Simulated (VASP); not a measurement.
# TiSi2 in VASP: notebook, part 2 of 3

VASP 6.6.1. Earlier steps stand in the parts before.

## 3. Electric field gradients, PBEsol (13.40 Å³/atom)

This run uses another cell than the first one, of 13.40 Å³/atom.

Input file INCAR:

```
SYSTEM = TiSi2
  ALGO = Normal
  EDIFF = 1E-8
  ENCUT = 520
  GGA = PS
  ISIF = 2
  ISMEAR = -1
  LASPH = .TRUE.
  LCHARG = .FALSE.
  LEFG = .TRUE.
  LREAL = .FALSE.
  LWAVE = .FALSE.
  NBANDS = 29
  NELM = 60
  PREC = Accurate
  SIGMA = 0.08
```

Input file KPOINTS:

```
k-points
0
G
  8 8 8
  0 0 0
```

Input file POSCAR:

```
TiSi2
1.0
    0.0000000000      4.0623445288      4.2039051019
    2.3542460462      0.0000000000      4.2039051019
    2.3542460462      4.0623445288      0.0000000000
Ti Si
2 4
Direct
    0.7500000000      0.7500000000      0.7500000000
    0.5000000000      0.5000000000      0.5000000000
    0.0830000000      0.4170000000      0.0830000000
    0.4170000000      0.0830000000      0.4170000000
    0.1670000000      0.8330000000      0.1670000000
    0.8330000000      0.1670000000      0.8330000000
```

Potentials or basis: VASP PAW PBE potentials, release 64 (Ti_sv, Si).

The run is started by

```
cat potpaw_PBE.64/Ti_sv/POTCAR potpaw_PBE.64/Si/POTCAR > POTCAR
mpirun -np 1 vasp_std > vasp.out
```

OUTCAR:

```text
SYSTEM = TiSi2
   EDIFF = 1E-8
   ENCUT = 520
   GGA = PS
   ISIF = 2
   ISMEAR = -1
   LASPH = .TRUE.
   LREAL = .FALSE.
   NELM = 60
   PREC = Accurate

 ion  position               nearest neighbor table
   1  0.750  0.750  0.750-   6 2.50   5 2.50   6 2.50   5 2.50   3 2.71   4 2.71   4 2.72   4 2.72
                             3 2.72   3 2.72
   2  0.500  0.500  0.500-   3 2.50   4 2.50   3 2.50   4 2.50   5 2.71   6 2.71   5 2.72   5 2.72
                             6 2.72   6 2.72
   3  0.083  0.417  0.083-   2 2.50   2 2.50   5 2.50   5 2.50   1 2.71   4 2.71   4 2.71   4 2.71
                             1 2.72   1 2.72
   4  0.417  0.083  0.417-   2 2.50   2 2.50   6 2.50   6 2.50   1 2.71   3 2.71   3 2.71   3 2.71
                             1 2.72   1 2.72
   5  0.167  0.833  0.167-   1 2.50   1 2.50   3 2.50   3 2.50   2 2.71   6 2.71   6 2.71   6 2.71
                             2 2.72   2 2.72
   6  0.833  0.167  0.833-   1 2.50   1 2.50   4 2.50   4 2.50   2 2.71   5 2.71   5 2.71   5 2.71
                             2 2.72   2 2.72

  LATTYP: Found a face centered orthorhombic cell.
 ALAT       =     4.7084920924
 B/A-ratio  =     1.7255394929
 C/A-ratio  =     1.7856693903

  Lattice vectors:

 A1 = (   0.0000000000,   4.0623445288,   4.2039051019)
 A2 = (   2.3542460462,   0.0000000000,   4.2039051019)
 A3 = (   2.3542460462,   4.0623445288,   0.0000000000)

Analysis of symmetry for initial positions (statically):
=====================================================================
 Subroutine PRICEL returns:
 Original cell was already a primitive cell.

 Routine SETGRP: Setting up the symmetry group for a
 face centered orthorhombic supercell.

 Subroutine GETGRP returns: Found  8 space group operations
 (whereof  4 operations were pure point group operations)
 out of a pool of  8 trial point group operations.

The static configuration has the point symmetry D_2 .
 The point group associated with its full space group is D_2h.

Analysis of symmetry for dynamics (positions and initial velocities):
=====================================================================
 Subroutine PRICEL returns:
 Original cell was already a primitive cell.

 Routine SETGRP: Setting up the symmetry group for a
 face centered orthorhombic supercell.

 Subroutine GETGRP returns: Found  8 space group operations
 (whereof  4 operations were pure point group operations)
 out of a pool of  8 trial point group operations.

The dynamic configuration has the point symmetry D_2 .
 The point group associated with its full space group is D_2h.

 Subroutine INISYM returns: Found  8 space group operations
 (whereof  4 operations are pure point group operations),
 and found     1 'primitive' translations

----------------------------------------------------------------------------------------

                                     Primitive cell

  volume of cell :      80.4103

  direct lattice vectors                    reciprocal lattice vectors
     0.000000000  4.062344529  4.203905102    -0.212382219  0.123081633  0.118937033
     2.354246046  0.000000000  4.203905102     0.212382219 -0.123081633  0.118937033
     2.354246046  4.062344529  0.000000000     0.212382219  0.123081633 -0.118937033

  length of vectors
[... 119 lines left out ...]
   LEPSILON=     F    determine dielectric tensor
   LRPA    =     F    only Hartree local field effects (RPA)
 non-spin polarized calculation
  energy-cutoff  :      520.00
  volume of cell :       80.41
 maximum number of plane-waves:      2182
 NGX is ok and might be reduce to    48
   NGX = 21   NGY = 17   NGZ = 17

 number of electron      40.0000002 magnetization

 Free energy of the ion-electron system (eV)
  ---------------------------------------------------
  ext. energy  EPLUGINS =         0.00000000
  ---------------------------------------------------
  free energy    TOTEN  =       -43.65825955 eV

  energy without entropy =      -43.61668232  energy(sigma->0) =      -43.63747093

 E-fermi :  10.6275     XC(G=0): -12.0126

 val. band max:       10.6082742700   @ k =  -0.2500   0.3750   0.3750
 cond. band min:      10.6311781582   @ k =  -0.1250   0.1250   0.1250
 fundamental gap:      0.0229038882
 Fermi energy:        10.6275013891

 k-point     1 :       0.0000    0.0000    0.0000
  band No.  band energies     occupation
      1     -45.2393      2.00000
      2     -45.2035      2.00000
      3     -21.7674      2.00000
      4     -21.7350      2.00000
      5     -21.6550      2.00000
      6     -21.6377      2.00000
[... 757 lines left out ...]
     28      14.7801      0.00000
     29      15.1540      0.00000

 [... further k-points ...]

------------------------ aborting loop because EDIFF is reached ----------------------------------------

  FORCE on cell =-STRESS in cart. coord.  units (eV):
  Direction    XX          YY          ZZ          XY          YZ          ZX
  --------------------------------------------------------------------------------------
  -------------------------------------------------------------------------------------
  Total        2.7156167      1.7948884      2.9474143      0.0000000      0.0000000      0.0000000
  in kB       54.1087559     35.7632126     58.7273321      0.0000000      0.0000000      0.0000000
  external PRESSURE =      49.5331002 kB  Pullay stress =       0.0000000 kB

 VOLUME and BASIS-vectors are now :
 -----------------------------------------------------------------------------
  energy-cutoff  :      520.00
  volume of cell :       80.41
      direct lattice vectors                 reciprocal lattice vectors
     0.000000000  4.062344529  4.203905102    -0.212382219  0.123081633  0.118937033
     2.354246046  0.000000000  4.203905102     0.212382219 -0.123081633  0.118937033
     2.354246046  4.062344529  0.000000000     0.212382219  0.123081633 -0.118937033

 POSITION                                       TOTAL-FORCE (eV/Angst)
 -----------------------------------------------------------------------------------
      3.53137      6.09352      6.30586         0.000000     -0.000000     -0.000000
      2.35425      4.06234      4.20391        -0.000000     -0.000000      0.000000
      1.17712      0.67435      2.10195         0.000000      0.182998      0.000000
      1.17712      3.38800      2.10195         0.000000     -0.182998      0.000000
      2.35425      1.35682      4.20391         0.000000     -0.182998      0.000000
      2.35425      6.76787      4.20391         0.000000      0.182998      0.000000
 -----------------------------------------------------------------------------------
    total drift:                               -0.000000     -0.000000      0.000000

  FREE ENERGIE OF THE ION-ELECTRON SYSTEM (eV)
  ---------------------------------------------------
  free  energy   TOTEN  =       -43.6582595521 eV

  energy  without entropy=      -43.6166823172  energy(sigma->0) =      -43.63747093

 Electric field gradients (V/A^2)
---------------------------------------------------------------------
 ion       V_xx      V_yy      V_zz      V_xy      V_xz      V_yz
---------------------------------------------------------------------
   1      -2.819    10.098    -7.279    -0.002    -0.001     0.000
   2      -2.819    10.098    -7.279    -0.002    -0.001     0.000
   3       1.053    13.503   -14.556    -0.000    26.898    -0.000
   4       1.053    13.503   -14.556    -0.000   -26.898     0.000
   5       1.053    13.503   -14.556    -0.000    26.898    -0.000
   6       1.053    13.503   -14.556    -0.000   -26.898     0.000
---------------------------------------------------------------------

 Electric field gradients after diagonalization (V/A^2)
 (convention: |V_zz| > |V_xx| > |V_yy|)
----------------------------------------------------------------------
 ion       V_xx      V_yy      V_zz     asymmetry (V_yy - V_xx)/ V_zz
----------------------------------------------------------------------
   1      -7.279    -2.819    10.098       0.442
   2      -7.279    -2.819    10.098       0.442
   3      21.256    13.503   -34.759       0.223
   4      21.256    13.503   -34.759       0.223
   5      21.256    13.503   -34.759       0.223
   6      21.256    13.503   -34.759       0.223
----------------------------------------------------------------------

           NMR quadrupolar parameters

 Cq : quadrupolar parameter    Cq=e*Q*V_zz/h
 eta: asymmetry parameters     (V_yy - V_xx)/ V_zz
 Q  : nuclear electric quadrupole moment in mb (millibarn)
----------------------------------------------------------------------
 ion       Cq(MHz)       eta       Q (mb)
----------------------------------------------------------------------
   1       0.024       0.442       1.000
   2       0.024       0.442       1.000
   3      -0.084       0.223       1.000
   4      -0.084       0.223       1.000
   5      -0.084       0.223       1.000
   6      -0.084       0.223       1.000
----------------------------------------------------------------------
```

Run time: 2.5 min. Hardware: 1 thread of Intel Xeon 6975P-C (Granite Rapids), shared host; peak memory 0.35 GiB.

What came out:

- Free energy: -43.6583 eV
- Pressure: 5.0 GPa
- Largest force: 0.183 eV/Å
- Band gap on the k mesh: zero (bands 20 and 21 overlap by 1.93 eV)
- Largest electric field gradient by atom: Ti +10.1; Si -34.8 V/Å²

Forces on the atoms (eV/Å):
```
Ti   0.000  0.000  0.000
Ti   0.000  0.000  0.000
Si   0.000  0.183  0.000
Si   0.000 -0.183  0.000
Si   0.000 -0.183  0.000
Si   0.000  0.183  0.000
```

Stress tensor (GPa, compression positive):
```
5.41 0.00 0.00
0.00 3.58 0.00
0.00 0.00 5.87
```

Electric field gradients, principal values (V/Å²):
```csv
atom,least,middle,greatest (by size)
1 Ti,-2.819,-7.279,10.098
2 Ti,-2.819,-7.279,10.098
3 Si,13.503,21.256,-34.759
4 Si,13.503,21.256,-34.759
5 Si,13.503,21.256,-34.759
6 Si,13.503,21.256,-34.759
```

Caveat: the cell stands under pressure; without QUAD_EFG the Cq values of the log hold for a quadrupole moment of 1 mb, not for the nuclei; the PAW data sets were made with another functional, which shifts forces and pressure a little.

## 4. Electric field gradients, PBEsol (13.40 Å³/atom)

This run uses another cell than the first one, of 13.40 Å³/atom.

Input file INCAR:

```
  PREC = Accurate
  ENCUT = 520
  EDIFF = 1E-8
  ISMEAR = -1
  SIGMA = 0.08
  LREAL = F
  LASPH = T
  NELM = 80
  ALGO = Normal
  ISIF = 2
  LWAVE = F
  LCHARG = F
  GGA = PS
  LEFG = T
  NBANDS = 29
```

Input file KPOINTS:

```
Automatic mesh
0
Gamma
  8 8 8
```

POSCAR is that of step 3.

Potentials or basis: VASP PAW PBE potentials, release 64 (Ti_sv, Si).

The run is started by

```
cat potpaw_PBE.64/Ti_sv/POTCAR potpaw_PBE.64/Si/POTCAR > POTCAR
mpirun -np 1 vasp_std > vasp.out
```

OUTCAR:

```text
PREC = Accurate
   ENCUT = 520
   EDIFF = 1E-8
   ISMEAR = -1
   LREAL = F
   LASPH = T
   NELM = 80
   ISIF = 2
   GGA = PS

 ion  position               nearest neighbor table
   1  0.750  0.750  0.750-   6 2.50   5 2.50   6 2.50   5 2.50   3 2.71   4 2.71   4 2.72   4 2.72
                             3 2.72   3 2.72
   2  0.500  0.500  0.500-   3 2.50   4 2.50   3 2.50   4 2.50   5 2.71   6 2.71   5 2.72   5 2.72
                             6 2.72   6 2.72
   3  0.083  0.417  0.083-   2 2.50   2 2.50   5 2.50   5 2.50   1 2.71   4 2.71   4 2.71   4 2.71
                             1 2.72   1 2.72
   4  0.417  0.083  0.417-   2 2.50   2 2.50   6 2.50   6 2.50   1 2.71   3 2.71   3 2.71   3 2.71
                             1 2.72   1 2.72
   5  0.167  0.833  0.167-   1 2.50   1 2.50   3 2.50   3 2.50   2 2.71   6 2.71   6 2.71   6 2.71
                             2 2.72   2 2.72
   6  0.833  0.167  0.833-   1 2.50   1 2.50   4 2.50   4 2.50   2 2.71   5 2.71   5 2.71   5 2.71
                             2 2.72   2 2.72

  LATTYP: Found a face centered orthorhombic cell.
 ALAT       =     4.7084920924
[... 997 lines left out ...]
 -----------------------------------------------------------------------------------
    total drift:                               -0.000000     -0.000000      0.000000

  FREE ENERGIE OF THE ION-ELECTRON SYSTEM (eV)
  ---------------------------------------------------
  free  energy   TOTEN  =       -43.6582595521 eV

  energy  without entropy=      -43.6166823172  energy(sigma->0) =      -43.63747093

 Electric field gradients (V/A^2)
---------------------------------------------------------------------
 ion       V_xx      V_yy      V_zz      V_xy      V_xz      V_yz
---------------------------------------------------------------------
   1      -2.819    10.098    -7.279    -0.002    -0.001     0.000
   2      -2.819    10.098    -7.279    -0.002    -0.001     0.000
   3       1.053    13.503   -14.556    -0.000    26.898    -0.000
   4       1.053    13.503   -14.556    -0.000   -26.898     0.000
   5       1.053    13.503   -14.556    -0.000    26.898    -0.000
   6       1.053    13.503   -14.556    -0.000   -26.898     0.000
---------------------------------------------------------------------

 Electric field gradients after diagonalization (V/A^2)
 (convention: |V_zz| > |V_xx| > |V_yy|)
----------------------------------------------------------------------
 ion       V_xx      V_yy      V_zz     asymmetry (V_yy - V_xx)/ V_zz
----------------------------------------------------------------------
   1      -7.279    -2.819    10.098       0.442
   2      -7.279    -2.819    10.098       0.442
   3      21.256    13.503   -34.759       0.223
   4      21.256    13.503   -34.759       0.223
   5      21.256    13.503   -34.759       0.223
   6      21.256    13.503   -34.759       0.223
----------------------------------------------------------------------

           NMR quadrupolar parameters

 Cq : quadrupolar parameter    Cq=e*Q*V_zz/h
 eta: asymmetry parameters     (V_yy - V_xx)/ V_zz
 Q  : nuclear electric quadrupole moment in mb (millibarn)
----------------------------------------------------------------------
 ion       Cq(MHz)       eta       Q (mb)
----------------------------------------------------------------------
   1       0.024       0.442       1.000
   2       0.024       0.442       1.000
   3      -0.084       0.223       1.000
   4      -0.084       0.223       1.000
   5      -0.084       0.223       1.000
   6      -0.084       0.223       1.000
----------------------------------------------------------------------
```

OSZICAR:

```text
N       E                     dE             d eps       ncg     rms          rms(c)
DAV:   1     0.389568790533E+03    0.38957E+03   -0.18826E+04  5510   0.148E+03
DAV:   2    -0.117332542396E+01   -0.39074E+03   -0.37974E+03  5525   0.433E+02
DAV:   3    -0.438728881492E+02   -0.42700E+02   -0.41817E+02  9300   0.120E+02
DAV:   4    -0.469887198853E+02   -0.31158E+01   -0.30991E+01  7740   0.293E+01
DAV:   5    -0.471707451476E+02   -0.18203E+00   -0.18196E+00  8449   0.607E+00    0.205E+01
DAV:   6    -0.441993663530E+02    0.29714E+01   -0.28522E+01  7758   0.401E+01    0.695E+00
DAV:   7    -0.437429921431E+02    0.45637E+00   -0.50465E+00  7381   0.172E+01    0.569E+00
DAV:   8    -0.436662591949E+02    0.76733E-01   -0.65913E-01  7603   0.646E+00    0.113E+00
DAV:   9    -0.436575598277E+02    0.86994E-02   -0.10931E-01  7449   0.284E+00    0.527E-01
DAV:  10    -0.436583897580E+02   -0.82993E-03   -0.48496E-03  7411   0.518E-01    0.224E-01
DAV:  11    -0.436583606315E+02    0.29127E-04   -0.37851E-03  8422   0.468E-01    0.149E-01
DAV:  12    -0.436582612649E+02    0.99367E-04   -0.88406E-04  7551   0.244E-01    0.142E-02
DAV:  13    -0.436582599790E+02    0.12859E-05   -0.26193E-05  6989   0.466E-02    0.148E-02
DAV:  14    -0.436582596209E+02    0.35814E-06   -0.26762E-06  7199   0.140E-02    0.320E-03
DAV:  15    -0.436582594869E+02    0.13401E-06   -0.73656E-07  7974   0.621E-03    0.581E-04
DAV:  16    -0.436582595263E+02   -0.39419E-07   -0.40392E-08  6656   0.141E-03    0.763E-04
DAV:  17    -0.436582595484E+02   -0.22070E-07   -0.11960E-08  4553   0.975E-04    0.216E-04
DAV:  18    -0.436582595521E+02   -0.37039E-08   -0.23358E-09  4028   0.352E-04
   1 F= -.43658260E+02 E0= -.43637471E+02  d E =-.415772E-01
```

Run time: 2.1 min. Hardware: 1 thread of Intel Xeon 6975P-C (Granite Rapids), shared host; peak memory 0.35 GiB.

What came out:

```
Free energy                             : -43.6583 eV
Pressure                                : 5.0 GPa
Largest force                           : 0.183 eV/Å
Band gap on the k mesh                  : zero (bands 20 and 21 overlap by 1.93 eV)
Largest electric field gradient by atom : Ti +10.1; Si -34.8 V/Å²
```

Forces in eV/Å, atoms in the order of the input:
```
Ti   0.000  0.000  0.000
Ti   0.000  0.000  0.000
Si   0.000  0.183  0.000
Si   0.000 -0.183  0.000
Si   0.000 -0.183  0.000
Si   0.000  0.183  0.000
```

Levels at points of the mesh, in eV from the Fermi level:
```csv
k point,band 17,band 18,band 19,band 20,band 21,band 22,band 23,band 24
"(0.00, 0.00, 0.00)",-2.33,-1.93,-1.72,-1.52,-0.99,2.13,3.36,3.52
"(0.50, 0.00, 0.00)",-2.04,-1.14,-0.07,0.16,1.10,1.43,1.87,2.37
"(0.50, 0.50, 0.00)",-1.61,-1.61,-1.09,-1.09,0.84,0.84,3.40,3.40
"(0.50, 0.00, 0.50)",-2.42,-2.42,-0.90,-0.90,1.32,1.32,3.52,3.52
"(0.00, 0.50, 0.50)",-1.29,-1.29,-0.68,-0.68,0.96,0.96,2.43,2.43
```

Electric field gradients, principal values (V/Å²):
| atom | least | middle | greatest (by size) |
| --- | --- | --- | --- |
| 1 Ti | -2.819 | -7.279 | 10.098 |
| 2 Ti | -2.819 | -7.279 | 10.098 |
| 3 Si | 13.503 | 21.256 | -34.759 |
| 4 Si | 13.503 | 21.256 | -34.759 |
| 5 Si | 13.503 | 21.256 | -34.759 |
| 6 Si | 13.503 | 21.256 | -34.759 |

Caveat: the cell stands under pressure; without QUAD_EFG the Cq values of the log hold for a quadrupole moment of 1 mb, not for the nuclei; the PAW data sets were made with another functional, which shifts forces and pressure a little.

(Continued in part 3 of 3.)
